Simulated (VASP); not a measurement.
# AlB2N3 (I4/mmm) in VASP: a series of runs

Runs on AlB2N3. Level: PBE. Tasks: single point, relaxation of cell and atoms.

The COD entry that gives the cell may itself be a prediction, so a difference from it is no test against experiment.

All numbers are computed with VASP 6.6.1; they aren't measurements. Logs are shortened: lines on timing, memory, paths and dates and some standing lists are left out, and cuts for length are marked.

## (1) The cell of the first run

The structure is tetragonal, space group I4/mmm (No. 139). Conventional cell: a = 2.712 Å, b = 2.712 Å, c = 10.915 Å, α = 90.00°, β = 90.00°, γ = 90.00°. Within 2.5 Å of Al (site symmetry 4/mmm) lie 6 N at 1.92 to 1.97 Å. Within 2.0 Å of B (site symmetry 4mm) lie 6 N at 1.53 to 1.97 Å. Within 2.5 Å of N (site symmetry 4/mmm) lie 4 Al at 1.92 Å and 2 B at 1.97 Å. Within 2.0 Å of N (site symmetry 4mm) lie 5 B at 1.53 to 1.92 Å and 1 Al at 1.97 Å.

## (2) Single point, PBE

INCAR

```
SYSTEM = AlB2N3
PREC = Accurate
ENCUT = 520
EDIFF = 1E-7
ISMEAR = 0
SIGMA = 0.1
LREAL = .FALSE.
LASPH = .TRUE.
NELM = 100
ALGO = Normal
ISIF = 2
LWAVE = .FALSE.
LCHARG = .TRUE.
GGA = PE
LELF = .TRUE.
LVHAR = .TRUE.
NBANDS = 21
```

KPOINTS

```
Automatic mesh
0
G
  8 8 8
  0 0 0
```

POSCAR

```
AlB2N3
1.0
   -1.3561703954      1.3561703954      5.4573630813
    1.3561703954     -1.3561703954      5.4573630813
    1.3561703954      1.3561703954     -5.4573630813
Al B N
1 2 3
Direct
    0.5000000000      0.5000000000      0.0000000000
    0.8198374292      0.8198374292      0.0000000000
    0.1801625708      0.1801625708      0.0000000000
    0.0000000000      0.0000000000      0.0000000000
    0.6800950399      0.6800950399      0.0000000000
    0.3199049601      0.3199049601      0.0000000000
```

Potentials or basis: VASP PAW PBE potentials, release 64 (Al, B, N).

Launch:

```bash
$ cat potpaw_PBE.64/Al/POTCAR potpaw_PBE.64/B/POTCAR potpaw_PBE.64/N/POTCAR > POTCAR
$ mpirun -np 1 vasp_std > vasp.out
```

OUTCAR:

```text
SYSTEM = AlB2N3
   PREC = Accurate
   ENCUT = 520
   EDIFF = 1E-7
   ISMEAR = 0
   LREAL = .FALSE.
   LASPH = .TRUE.
   NELM = 100
   ISIF = 2
   GGA = PE

 ion  position               nearest neighbor table
   1  0.500  0.500  0.000-   4 1.92   4 1.92   4 1.92   4 1.92   6 1.97   5 1.97   3 2.75   3 2.75
                             2 2.75   2 2.75   2 2.75   3 2.75   2 2.75   3 2.75
   2  0.820  0.820  0.000-   5 1.53   6 1.92   6 1.92   6 1.92   6 1.92   4 1.97   1 2.75   1 2.75
                             1 2.75   1 2.75
   3  0.180  0.180  0.000-   6 1.53   5 1.92   5 1.92   5 1.92   5 1.92   4 1.97   1 2.75   1 2.75
                             1 2.75   1 2.75
   4  0.000  0.000  0.000-   1 1.92   1 1.92   1 1.92   1 1.92   3 1.97   2 1.97
   5  0.680  0.680  0.000-   2 1.53   3 1.92   3 1.92   3 1.92   3 1.92   1 1.97
   6  0.320  0.320  0.000-   3 1.53   2 1.92   2 1.92   2 1.92   2 1.92   1 1.97

  LATTYP: Found a body centered tetragonal cell.
 ALAT       =     2.7123407908
 C/A-ratio  =     4.0240983727

  Lattice vectors:

 A1 = (  -1.3561703954,   1.3561703954,   5.4573630813)
 A2 = (   1.3561703954,  -1.3561703954,   5.4573630813)
 A3 = (   1.3561703954,   1.3561703954,  -5.4573630813)

Analysis of symmetry for initial positions (statically):
=====================================================================
 Subroutine PRICEL returns:
 Original cell was already a primitive cell.

 Routine SETGRP: Setting up the symmetry group for a
 body centered tetragonal supercell.

 Subroutine GETGRP returns: Found 16 space group operations
 (whereof 16 operations were pure point group operations)
 out of a pool of 16 trial point group operations.

The static configuration has the point symmetry D_4h.

Analysis of symmetry for dynamics (positions and initial velocities):
=====================================================================
 Subroutine PRICEL returns:
 Original cell was already a primitive cell.

 Routine SETGRP: Setting up the symmetry group for a
 body centered tetragonal supercell.

 Subroutine GETGRP returns: Found 16 space group operations
 (whereof 16 operations were pure point group operations)
 out of a pool of 16 trial point group operations.

The dynamic configuration has the point symmetry D_4h.

 Subroutine INISYM returns: Found 16 space group operations
 (whereof 16 operations are pure point group operations),
 and found     1 'primitive' translations

[... 101 lines left out ...]
   NELM   =    100;   NELMIN=  2; NELMDL= -5     # of ELM steps
   EDIFF  = 0.1E-06   stopping-criterion for ELM
   LREAL  =      F    real-space projection
   EDIFFG = 0.1E-05   stopping-criterion for IOM
   NSW    =      0    number of steps for IOM
   IBRION =     -1    ionic relax: 0-MD 1-quasi-New 2-CG
   NFREE  =      0    steps in history (QN), initial steepest desc. (CG)
   ISIF   =      2    stress and relaxation
   ISYM   =      2    0-nonsym 1-usesym 2-fastsym
   POTIM  = 0.5000    time-step for ionic-motion
   TEBEG  =    0.0;   TEEND  =   0.0 temperature during run
   PSTRESS=    0.0 pullay stress
   NELECT =      24.0000    total number of electrons
   NUPDOWN=      -1.0000    fix difference up-down
   EMIN   =  10.00;   EMAX   =-10.00  energy-range for DOS
   EFERMI =   0.00;   METHOD = LEGACY
   ISMEAR =     0;   SIGMA  =   0.10  broadening in eV -4-tet -1-fermi 0-gaus
   EFERMI_NEDOS =   21; number of points for ismear=-14 and -15
   IALGO  =     38    algorithm
   IMIX   =      4    mixing-type and parameters
     AMIX     =   0.40;   BMIX     =  1.00
     AMIX_MAG =   1.60;   BMIX_MAG =  1.00
  volume/ion in A,a.u.               =       6.69        45.16
  Fermi-wavevector in a.u.,A,eV,Ry     =   1.379076  2.606075 25.876240  1.901850
  Thomas-Fermi vector in A             =   2.504079
   LORBIT       =      0    0 simple, 1 ext, 2 COOP (PROOUT), +10 PAW based schemes
   GGA     = PE    functional components
   LHFCALC =     F    Hartree Fock is set to
   AEXX    =    0.0000 exact exchange contribution
   IVDW    =     0    specifies the selected vdW correction
   LEPSILON=     F    determine dielectric tensor
   LRPA    =     F    only Hartree local field effects (RPA)
 non-spin polarized calculation
 Gauss-broadening in eV      SIGMA  =   0.10
  energy-cutoff  :      520.00
  volume of cell :       40.15
 maximum number of plane-waves:      1095
 NGX is ok and might be reduce to    48
   NGX = 21   NGY = 21   NGZ = 21

 number of electron      24.0000000 magnetization

 Free energy of the ion-electron system (eV)
  ---------------------------------------------------
  ext. energy  EPLUGINS =         0.00000000
  ---------------------------------------------------
  free energy    TOTEN  =       -41.71819816 eV

  energy without entropy =      -41.71819816  energy(sigma->0) =      -41.71819816

 E-fermi :   9.8963     XC(G=0): -12.8200

 val. band max:        9.4348524495   @ k =   0.5000   0.5000   0.3750
 cond. band min:      10.3234828208   @ k =   0.5000   0.5000   0.0000
 fundamental gap:      0.8886303713
 Fermi energy:         9.8963370252

 k-point     1 :       0.0000    0.0000    0.0000
  band No.  band energies     occupation
      1     -10.8413      2.00000
      2      -7.2329      2.00000
      3      -6.1226      2.00000
      4       2.6704      2.00000
      5       2.8560      2.00000
      6       4.4508      2.00000
[... 565 lines left out ...]
     20      20.3716      0.00000
     21      21.0894      0.00000

 [... further k-points ...]
[... 5 lines left out ...]
  --------------------------------------------------------------------------------------
  -------------------------------------------------------------------------------------
  Total       -0.0048264     -0.0048264      0.0657618      0.0000000      0.0000000      0.0000000
  in kB       -0.1926028     -0.1926028      2.6242985      0.0000000      0.0000000      0.0000000
  external PRESSURE =       0.7463643 kB  Pullay stress =       0.0000000 kB

 VOLUME and BASIS-vectors are now :
 -----------------------------------------------------------------------------
  energy-cutoff  :      520.00
  volume of cell :       40.15
      direct lattice vectors                 reciprocal lattice vectors
    -1.356170395  1.356170395  5.457363081     0.000000000  0.368685234  0.091619339
     1.356170395 -1.356170395  5.457363081     0.368685234  0.000000000  0.091619339
     1.356170395  1.356170395 -5.457363081     0.368685234  0.368685234  0.000000000

 POSITION                                       TOTAL-FORCE (eV/Angst)
 -----------------------------------------------------------------------------------
      0.00000      0.00000      5.45736        -0.000000     -0.000000      0.000000
      0.00000      0.00000      8.94830        -0.000000     -0.000000      0.042409
      0.00000      0.00000      1.96643         0.000000      0.000000     -0.042409
      0.00000      0.00000      0.00000        -0.000000     -0.000000      0.000000
      0.00000      0.00000      7.42305         0.000000      0.000000     -0.036305
      0.00000      0.00000      3.49168        -0.000000     -0.000000      0.036305
 -----------------------------------------------------------------------------------
    total drift:                               -0.000000      0.000000      0.000000

  FREE ENERGIE OF THE ION-ELECTRON SYSTEM (eV)
  ---------------------------------------------------
  free  energy   TOTEN  =       -41.7181981593 eV

  energy  without entropy=      -41.7181981593  energy(sigma->0) =      -41.71819816
```

OSZICAR:

```text
N       E                     dE             d eps       ncg     rms          rms(c)
DAV:   1     0.642077984234E+02    0.64208E+02   -0.12249E+04  2478   0.109E+03
DAV:   2    -0.412725693565E+02   -0.10548E+03   -0.10082E+03  3088   0.229E+02
DAV:   3    -0.457134508055E+02   -0.44409E+01   -0.44148E+01  3351   0.450E+01
DAV:   4    -0.457358999426E+02   -0.22449E-01   -0.22441E-01  3029   0.328E+00
DAV:   5    -0.457360480534E+02   -0.14811E-03   -0.14810E-03  3302   0.271E-01    0.125E+01
DAV:   6    -0.416945356981E+02    0.40415E+01   -0.12163E+01  3109   0.219E+01    0.444E+00
DAV:   7    -0.417348765633E+02   -0.40341E-01   -0.91484E-01  3002   0.650E+00    0.314E+00
DAV:   8    -0.417220906351E+02    0.12786E-01   -0.84769E-02  2901   0.213E+00    0.662E-01
DAV:   9    -0.417182602533E+02    0.38304E-02   -0.19986E-02  3232   0.118E+00    0.269E-01
DAV:  10    -0.417181293974E+02    0.13086E-03   -0.45384E-03  2974   0.424E-01    0.138E-01
DAV:  11    -0.417181921552E+02   -0.62758E-04   -0.22421E-04  3046   0.126E-01    0.362E-02
DAV:  12    -0.417181966539E+02   -0.44988E-05   -0.58100E-05  3328   0.676E-02    0.759E-03
DAV:  13    -0.417181984264E+02   -0.17724E-05   -0.13680E-05  2923   0.248E-02    0.643E-03
DAV:  14    -0.417181981552E+02    0.27110E-06   -0.10206E-06  3029   0.737E-03    0.204E-03
DAV:  15    -0.417181981593E+02   -0.40820E-08   -0.19181E-07  2064   0.299E-03
   1 F= -.41718198E+02 E0= -.41718198E+02  d E =-.292346E-11
```

stdout:

```text
POSCAR found type information on POSCAR AlB N
 POSCAR found :  3 types and       6 ions
 scaLAPACK will be used
 LDA part: xc-table for (Slater+PW92), standard interpolation
 POSCAR, INCAR and KPOINTS ok, starting setup
 FFT: planning ... GRIDC
 FFT: planning ... GRID_SOFT
 FFT: planning ... GRID
 WAVECAR not read
 entering main loop
```

It took 2.9 min on 1 thread of AMD EPYC 9R45 (Zen 5), shared host; peak memory 0.29 GiB.

Results:

```
Free energy            : -41.7182 eV
Pressure               : 0.1 GPa
Largest force          : 0.042 eV/Å
Band gap on the k mesh : 0.89 eV, indirect (least direct gap 2.36 eV)
```

Forces on the atoms (eV/Å):
```
Al   0.000  0.000  0.000
B    0.000  0.000  0.042
B    0.000  0.000 -0.042
N    0.000  0.000  0.000
N    0.000  0.000 -0.036
N    0.000  0.000  0.036
```

Stress tensor (GPa, compression positive):
```
-0.02  0.00  0.00
 0.00 -0.02  0.00
 0.00  0.00  0.26
```

A k mesh can miss the band edges.

## (3) Relaxation of cell and atoms, PBE

This run uses another cell than the first one, of 10.32 Å³/atom, 1.542 times its volume.

INCAR

```
PREC = Accurate
ENCUT = 600
EDIFF = 1E-6
ISMEAR = 0
SIGMA = 0.1
LREAL = F
LASPH = T
NELM = 80
ALGO = Normal
ISIF = 3
LWAVE = F
LCHARG = F
GGA = PE
IBRION = 2
NSW = 90
EDIFFG = -0.04
```

KPOINTS

```
regular mesh
0
Gamma
  8 8 8
```

POSCAR

```
AlB2N3
1.0
   -1.5394171900      1.5394171900      6.5311939900
    1.5394171900     -1.5394171900      6.5311939900
    1.5394171900      1.5394171900     -6.5311939900
Al B N
1 2 3
Direct
    0.5000000000      0.5000000000      0.0000000000
    0.8333333300      0.8333333300      0.0000000000
    0.1666666700      0.1666666700      0.0000000000
    0.0000000000      0.0000000000      0.0000000000
    0.6666666700      0.6666666700      0.0000000000
    0.3333333300      0.3333333300      0.0000000000
```

Potentials or basis: VASP PAW PBE potentials, release 64 (Al, B, N).

Launch:

```bash
$ cat potpaw_PBE.64/Al/POTCAR potpaw_PBE.64/B/POTCAR potpaw_PBE.64/N/POTCAR > POTCAR
$ mpirun -np 1 vasp_std > vasp.out
```

OUTCAR:

```text
PREC = Accurate
   ENCUT = 600
   EDIFF = 1E-6
   ISMEAR = 0
   LREAL = F
   LASPH = T
   NELM = 80
   ISIF = 3
   GGA = PE
   IBRION = 2
   NSW = 90
   EDIFFG = -0.04

 ion  position               nearest neighbor table
   1  0.500  0.500  0.000-   4 2.18   4 2.18   4 2.18   4 2.18   6 2.18   5 2.18
   2  0.833  0.833  0.000-
   3  0.167  0.167  0.000-
   4  0.000  0.000  0.000-   1 2.18   1 2.18   1 2.18   1 2.18
   5  0.667  0.667  0.000-   1 2.18
   6  0.333  0.333  0.000-   1 2.18

  LATTYP: Found a body centered tetragonal cell.
 ALAT       =     3.0788343800
 C/A-ratio  =     4.2426406775

  Lattice vectors:

 A1 = (  -1.5394171900,   1.5394171900,   6.5311939900)
 A2 = (   1.5394171900,  -1.5394171900,   6.5311939900)
 A3 = (   1.5394171900,   1.5394171900,  -6.5311939900)

Analysis of symmetry for initial positions (statically):
=====================================================================
 Subroutine PRICEL returns:
 Original cell was already a primitive cell.

 Routine SETGRP: Setting up the symmetry group for a
 body centered tetragonal supercell.

 Subroutine GETGRP returns: Found 16 space group operations
 (whereof 16 operations were pure point group operations)
[... 182 lines left out ...]
  in kB     -515.7621060   -515.7621060   -504.3924929      0.0000000      0.0000000      0.0000000
  external PRESSURE =    -511.9722349 kB  Pullay stress =       0.0000000 kB
[... 101 lines left out ...]
  FREE ENERGIE OF THE ION-ELECTRON SYSTEM (eV)
  ---------------------------------------------------
  free  energy   TOTEN  =       -41.0132328002 eV

  energy  without entropy=      -41.0132328002  energy(sigma->0) =      -41.01323280

 E-fermi :  10.2154     XC(G=0): -12.9022

 val. band max:        9.7063992231   @ k =   0.5000   0.5000   0.3750
 cond. band min:      10.7198281219   @ k =   0.5000   0.5000   0.0000
 fundamental gap:      1.0134288987
 Fermi energy:        10.2154386771

 k-point     1 :       0.0000    0.0000    0.0000
  band No.  band energies     occupation
      1     -10.8292      2.00000
      2      -7.2914      2.00000
      3      -5.8854      2.00000
      4       2.8220      2.00000
      5       3.0854      2.00000
      6       4.6226      2.00000
[... 435 lines left out ...]
      5       1.3649      2.00000
      6       1.6428      2.00000
[... 8 lines left out ...]
     15      17.1700      0.00000
     16      17.5158      0.00000

 [... further k-points ...]

[... ionic steps 4 to 9 ...]

--------------------------------------- Ionic step       10  -------------------------------------------

 number of electron      24.0000000 magnetization

------------------------ aborting loop because EDIFF is reached ----------------------------------------
[... 75 lines left out ...]
--------------------------------------- Ionic step       12  -------------------------------------------

 number of electron      24.0000000 magnetization

 Free energy of the ion-electron system (eV)
  ---------------------------------------------------
  ext. energy  EPLUGINS =         0.00000000
  ---------------------------------------------------
  free energy    TOTEN  =       -41.76467643 eV

  energy without entropy =      -41.76467643  energy(sigma->0) =      -41.76467643

 E-fermi :   9.8490     XC(G=0): -12.8221

 val. band max:        9.4359217228   @ k =   0.5000   0.5000   0.3750
 cond. band min:      10.3143401344   @ k =   0.5000   0.5000   0.0000
 fundamental gap:      0.8784184117
 Fermi energy:         9.8489649203

 k-point     1 :       0.0000    0.0000    0.0000
  band No.  band energies     occupation
      1     -10.8426      2.00000
      2      -7.2363      2.00000
      3      -6.1318      2.00000
      4       2.6940      2.00000
      5       2.8479      2.00000
      6       4.4595      2.00000
[... 480 lines left out ...]
  FREE ENERGIE OF THE ION-ELECTRON SYSTEM (eV)
  ---------------------------------------------------
  free  energy   TOTEN  =       -41.7646764277 eV

  energy  without entropy=      -41.7646764277  energy(sigma->0) =      -41.76467643

 reached required accuracy - stopping structural energy minimisation
```

CONTCAR:

```text
AlB2N3
   1.00000000000000
    -1.3549634852038068    1.3549634852038068    5.4656770111066688
     1.3549634852038068   -1.3549634852038068    5.4656770111066688
     1.3549634852038068    1.3549634852038068   -5.4656770111066688
  Al              B               N
     1     2     3
Direct
     0.5000000000000000    0.5000000000000000    1.0000000000000000
     0.8198195243200747    0.8198195243200747    0.0000000000000000
     0.1801804756799253    0.1801804756799253    0.0000000000000000
     0.0000000000000000    0.0000000000000000    1.0000000000000000
     0.6800882442600931    0.6800882442600931    0.0000000000000000
     0.3199117557399068    0.3199117557399068    0.0000000000000000

  0.00000000E+00  0.00000000E+00  0.00000000E+00
  0.00000000E+00  0.00000000E+00  0.00000000E+00
  0.00000000E+00  0.00000000E+00  0.00000000E+00
  0.00000000E+00  0.00000000E+00  0.00000000E+00
  0.00000000E+00  0.00000000E+00  0.00000000E+00
  0.00000000E+00  0.00000000E+00  0.00000000E+00
```

Run time: 26 min. Hardware: 1 thread of AMD EPYC 9R45 (Zen 5), shared host; peak memory 0.48 GiB.

What came out:

```
Free energy                            : -41.7647 eV
Relaxed volume                         : 6.69 Å³/atom
Relaxed cell                           : a = 5.792 Å, b = 5.792 Å, c = 5.792 Å, α = 152.94°, β = 152.94°, γ = 38.64°
Space group after relaxing (to 0.05 Å) : I4/mmm (No. 139)
Energy gained by relaxing              : 1076.3 meV/atom
Ionic steps                            : 12
Pressure after relaxing                : 0.1 GPa
Largest force after relaxing           : 0.020 eV/Å
Band gap on the k mesh                 : 0.88 eV, indirect (least direct gap 2.38 eV)
```

Forces in eV/Å, atoms in the order of the input:
```
Al   0.000  0.000  0.000
B    0.000  0.000  0.013
B    0.000  0.000 -0.013
N    0.000  0.000  0.000
N    0.000  0.000 -0.020
N    0.000  0.000  0.020
```

Stress tensor (GPa, compression positive):
```
 0.13  0.00  0.00
 0.00  0.13  0.00
 0.00  0.00 -0.06
```

The path:
| step | energy change (eV) | largest force (eV/Å) | pressure (GPa) | volume (Å³) |
| --- | --- | --- | --- | --- |
| 1 | 0.0000 | 0.8498 | -51.20 | 61.91 |
| 2 | -5.5746 | 2.9833 | 22.80 | 36.82 |
| 3 | -5.7065 | 2.8103 | 2.85 | 38.93 |
| 4 | -6.2123 | 1.2299 | 17.09 | 37.68 |
| 5 | -6.2211 | 1.3974 | 14.68 | 37.81 |
| 6 | -6.3460 | 2.1794 | 4.15 | 40.38 |
| 7 | -6.4110 | 1.2764 | 6.21 | 39.45 |
| 8 | -6.4045 | 1.1990 | -7.26 | 40.92 |
| 9 | -6.4555 | 0.2140 | -0.64 | 40.14 |
| 10 | -6.4578 | 0.0542 | 0.44 | 40.08 |
| 11 | -6.4578 | 0.0426 | 0.26 | 40.09 |
| 12 | -6.4580 | 0.0196 | 0.07 | 40.14 |

Final structure:
```
Al B N
1.0
    -1.35496    1.35496    5.46568
     1.35496   -1.35496    5.46568
     1.35496    1.35496   -5.46568
Al B N
1 2 3
Direct
  0.50000 0.50000 0.00000
  0.81982 0.81982 0.00000
  0.18018 0.18018 0.00000
  0.00000 0.00000 0.00000
  0.68009 0.68009 0.00000
  0.31991 0.31991 0.00000
```

Caveat: the volume moved by over 15 % at a fixed basis, so the end points are rough. A k mesh can miss the band edges.
